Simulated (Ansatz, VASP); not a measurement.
# Two plane-wave programs on ZnS

```
Zn S
1.0
     0.00000    2.49078    2.49078
     2.49078    0.00000    2.49078
     2.49078    2.49078    0.00000
Zn S
1 1
Direct
  0.00000 0.00000 0.00000
  0.50000 0.50000 0.50000
```

Change from the starting cell: volume scaled by 0.93, to set the pressure.

Alike in both runs: task single point; functional PBE; k mesh 15 × 15 × 15; occupations fermi-dirac, width 0.08 eV; no spin polarisation.

|  | VASP | Ansatz |
| --- | --- | --- |
| version | VASP 6.6.1 | Ansatz 0.2.0 |
| potentials or method | VASP PAW PBE potentials, release 64 (Zn, S) | PAW with Ansatz's default frozen-core files, scalar-relativistic |
| plane-wave cutoff (eV) | 520 | 420 |
| valence electrons in the cell | 18 | 18 |

```csv
,VASP,Ansatz,Ansatz less VASP
pressure (GPa),7.6,7.4,-0.22
```
